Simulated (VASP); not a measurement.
Set up this calculation in VASP 6.6.1, as the native input.

```
Task                   : single point
Functional             : PBE
Potentials or basis    : VASP PAW PBE potentials, release 64 (Ge_d)
Cutoff                 : 520 eV
k mesh                 : 9 × 9 × 6
Occupations            : gaussian, width 0.1 eV
Spin                   : no spin polarisation
Dipole correction      : no
Further INCAR settings : ALGO = Normal; EDIFF = 1e-06; NBANDS = 13
```

The structure of Ge lies in POSCAR:

```
Ge
1.0
    2.8689963845      0.0000000000      0.0000000000
   -1.4344981922      2.4846237523      0.0000000000
    0.0000000000      0.0000000000      2.6749219773
Ge
1
Direct
    0.0000000000      0.0000000000      0.0000000000
```

This isn't the form of Ge at room conditions, which is diamond.

These files were run (other wordings do the same):

INCAR

```
PREC = Accurate
ENCUT = 520
EDIFF = 1E-6
ISMEAR = 0
SIGMA = 0.1
LREAL = F
LASPH = T
NELM = 80
ALGO = Normal
ISIF = 2
LWAVE = F
LCHARG = T
GGA = PE
LELF = T
LVHAR = T
NBANDS = 13
```

KPOINTS

```
Automatic mesh
0
Gamma
  9 9 6
```

Potentials or basis: VASP PAW PBE potentials, release 64 (Ge_d).

Run with:

```sh
$ cat potpaw_PBE.64/Ge_d/POTCAR > POTCAR
$ mpirun -np 1 vasp_std > vasp.out
```

Results of the run:

The pressure is -0.2 GPa and the band gap on the k mesh is zero (bands 7 and 8 overlap by 10.20 eV).

Caveat: the k points lie up to 0.39 Å⁻¹ apart, too coarse for converged energies and pressures of a metal.

Run time: 3.5 s on 1 thread of Intel(R) Xeon(R) 6975P-C (Granite Rapids), with other jobs on the host, peak memory 0.13 GiB.
